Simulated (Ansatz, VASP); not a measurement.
One calculation of Si7Ge, two programs

```
Si Ge
1.0
     5.45918    0.00000    0.00000
     0.00000    5.45918    0.00000
     0.00000    0.00000    5.45918
Si Ge
7 1
Direct
  0.25945 0.25945 0.25945
  0.98995 0.49817 0.49817
  0.49817 0.49817 0.98995
  0.49817 0.98995 0.49817
  0.74570 0.24234 0.74570
  0.74570 0.74570 0.24234
  0.24234 0.74570 0.74570
  0.00793 0.00793 0.00793
```

Change from the starting cell: mode 4 (110.9 1/cm) frozen in, largest displacement +0.075 Å.

Alike in both runs: task single point; functional PBEsol; k mesh 6 × 6 × 6; occupations gaussian, width 0.03 eV; no spin polarisation.

|  | VASP | Ansatz |
| --- | --- | --- |
| version | VASP 6.6.1 | Ansatz 0.2.0 |
| potentials or method | VASP PAW PBE potentials, release 64 (Si, Ge_d), cutoff 520 eV | scalar-relativistic, plane waves, PAW |
| valence electrons in the cell | 42 | 42 |

|  | VASP | Ansatz | Ansatz less VASP |
| --- | --- | --- | --- |
| gap on the k mesh at the Fermi level (eV) | 0.32 | 0.33 | +0.004 |
| least direct gap on the mesh (eV) | 0.32 | 0.33 | +0.004 |
| pressure (GPa) | -0.1 | -0.1 | -0.07 |
| traceless stress, the component that is largest in VASP (GPa) | 0.09 | 0.09 | +0.001 |
| rms of the force components (eV/Å) | 0.070 | 0.071 | +0.0004 |

VASP's potentials were made for PBE, not for PBEsol. Atom by atom the forces differ by 0.003 eV/Å (rms over components). With one functional, cell and mesh, what is left measures potentials, basis and numerics.
